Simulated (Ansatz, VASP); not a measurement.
# Two plane-wave programs on AlRu

Contents of INCAR:

```
ALGO = Normal
EDIFF = 1E-6
EDIFFG = -0.01
ENCUT = 600
GGA = RE
IBRION = 2
ISIF = 3
ISMEAR = -1
IVDW = 13
LASPH = T
LCHARG = F
LREAL = F
LWAVE = F
NELM = 100
NSW = 60
PREC = Accurate
SIGMA = 0.05
```

File KPOINTS:

```
k-points
0
Gamma
  9 9 9
```

The input POSCAR:

```
AlRu
1.0
    2.9916000000      0.0000000000      0.0000000000
    0.0000000000      2.9916000000      0.0000000000
    0.0000000000      0.0000000000      2.9916000000
Ru Al
1 1
Direct
    0.5000000000      0.5000000000      0.5000000000
    0.0000000000      0.0000000000      0.0000000000
```

input.yaml

```yaml
crystal:
  lattice:
    - [2.9916, 0.0, 0.0]
    - [0.0, 2.9916, 0.0]
    - [0.0, 0.0, 2.9916]
  atoms:
    - { symbol: Ru, position: [0.5, 0.5, 0.5] }
    - { symbol: Al, position: [0.0, 0.0, 0.0] }
hamiltonian:
  xc: revpbe
  pseudopotentials: { kind: paw }
  dispersion: d4
kpoints:
  mp_grid: { grid: [9, 9, 9] }
scf:
  occupations: { method: fermi_dirac, width: 0.05 }
output:
  forces: true
  stress: true
  eigenvalues: true
  write_density: true
  write_potential: true
  elf: true
  volumetric_format: npy
relax:
  f_tol: 0.01
  max_steps: 40
  cell: { stress_tol: 0.05 }
```

Alike in both runs: task relaxation of cell and atoms; functional revPBE; dispersion D4; k mesh 9 × 9 × 9; occupations fermi-dirac, width 0.05 eV; no spin polarisation.

|  | VASP | Ansatz |
| --- | --- | --- |
| version | VASP 6.6.1 | Ansatz 0.2.0 |
| potentials or method | VASP PAW PBE potentials, release 64 (Ru_pv, Al) | Ansatz PAW |
| plane-wave cutoff (eV) | 600 | 420 |
| valence electrons in the cell | 17 | 19 |

|  | VASP | Ansatz | Ansatz less VASP |
| --- | --- | --- | --- |
| gap on the k mesh at the Fermi level, each at its own relaxed structure (eV) | none | none | - |
| relaxed volume (Å³/atom) | 13.12 | 13.13 | +0.014 |
| relaxed cell length with the largest relative difference (Å) | 2.972 | 2.973 | +0.0010 |

VASP's potentials were made for PBE, not for revPBE. A gap of «none» marks a metal or a gap that the smearing closes. VASP's potentials hold 17 valence electrons a cell and Ansatz's 19, so a difference there can come from the potentials and not from the codes.

Noted on Ansatz's run: the plane-wave basis is chosen anew once the cell has moved, so the energies of steps on either side of that aren't comparable.
